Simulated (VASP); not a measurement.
Here is a VASP 6.6.1 calculation.

The input INCAR:

```
PREC = Accurate
ENCUT = 520
EDIFF = 1E-6
ISMEAR = 0
SIGMA = 0.15
LREAL = False
LASPH = True
NELM = 100
ALGO = Normal
ISIF = 2
LWAVE = False
LCHARG = False
GGA = PS
NBANDS = 21
```

Contents of KPOINTS:

```
Automatic mesh
0
Gamma
  20 20 20
```

POSCAR

```
Ge
1.0
   -2.4958980000      2.6508630000      1.4153927950
    2.4958980000     -2.6508630000      1.4153927950
    2.4958980000      2.6508630000     -1.4153927950
Ge
2
Direct
    0.1859430000      0.9359430000      0.2500000000
    0.8140570000      0.0640570000      0.7500000000
```

Potentials or basis: VASP PAW PBE potentials, release 64 (Ge_d).

Run with:

```sh
$ cat potpaw_PBE.64/Ge_d/POTCAR > POTCAR
$ mpirun -np 1 vasp_std > vasp.out
```

**Question.** Predict the largest force.

**Answer.** 0.047 eV/Å.

**Question.** What does it give for the band gap on the k mesh?

**Answer.** Zero (bands 14 and 15 overlap by 5.75 eV).

**Question.** Estimate the pressure.

**Answer.** -1.6 GPa.

Forces in eV/Å, atoms in the order of the input:
```
Ge   0.000  0.000 -0.047
Ge   0.000  0.000  0.047
```

Caveat: the cell differs from its parent crystal (strain +0.000 along x and y, -0.015 along z); the PAW data sets were made with another functional, which shifts forces and pressure a little.
